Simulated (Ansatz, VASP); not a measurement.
**MgS: VASP beside Ansatz**

The input INCAR:

```
SYSTEM = MgS
  PREC = Accurate
  ENCUT = 520
  EDIFF = 1E-7
  ISMEAR = 0
  SIGMA = 0.02
  LREAL = .FALSE.
  LASPH = .TRUE.
  NELM = 120
  ALGO = Normal
  ISIF = 2
  LWAVE = .FALSE.
  LCHARG = .FALSE.
  IBRION = 2
  NSW = 60
  EDIFFG = -0.002
  GGA_COMPAT = .FALSE.
  NELMIN = 4
```

File KPOINTS:

```
Automatic mesh
0
G
  6 6 6
  0 0 0
```

The input POSCAR:

```
MgS
1.0
    0.0000000000      2.8248987398      2.7685633895
    2.8248987398      0.0000000000      2.7685633895
    2.8248987398      2.8248987398      0.0000000000
Mg S
1 1
Direct
    0.0000000000      0.0000000000      0.0000000000
    0.2500000000      0.2500000000      0.2500000000
```

Input for Ansatz:

```yaml
crystal:
  lattice:
    - [0.0, 2.8248987351, 2.76856339]
    - [2.8248987351, 0.0, 2.76856339]
    - [2.8248987351, 2.8248987351, 0.0]
  atoms:
    - { symbol: Mg, position: [0.0, 0.0, 0.0] }
    - { symbol: S, position: [0.25, 0.25, 0.25] }
basis:
  ecutwfc: 420
kpoints:
  mp_grid: { grid: [6, 6, 6] }
hamiltonian:
  xc: lda
  pseudopotentials: { kind: paw, azcp: { folder: soft_1 } }
scf:
  occupations: { method: gaussian, width: 0.02 }
output:
  forces: true
  stress: true
  eigenvalues: true
relax:
  adjacent_minimum: "off"
  f_tol: 0.002
  max_steps: 40
```

Change from the starting cell: strained cell.

Alike in both runs: task relaxation of the atoms; functional LDA; k mesh 6 × 6 × 6; occupations gaussian, width 0.02 eV; no spin polarisation.

```csv
,VASP,Ansatz
version,VASP 6.6.1,Ansatz 0.2.0
potentials or method,"VASP PAW LDA potentials, release 64 (Mg, S), cutoff 520 eV","scalar-relativistic, plane waves, PAW"
valence electrons in the cell,8,16
```

|  | VASP | Ansatz | Ansatz less VASP |
| --- | --- | --- | --- |
| gap on the k mesh at the Fermi level, each at its own relaxed structure (eV) | 3.29 | 3.28 | -0.012 |

Ansatz warns that its potentials were made for another functional, while VASP's fit it. LDA's correlation is that of Perdew and Zunger in VASP and of Perdew and Wang (1992) in Ansatz. VASP's potentials hold 8 valence electrons a cell and Ansatz's 16, so a difference there can come from the potentials and not from the codes. Ansatz's warnings: stress scf threshold loose.

Noted on VASP's run: the relaxation stopped at its first step, so nothing moved.
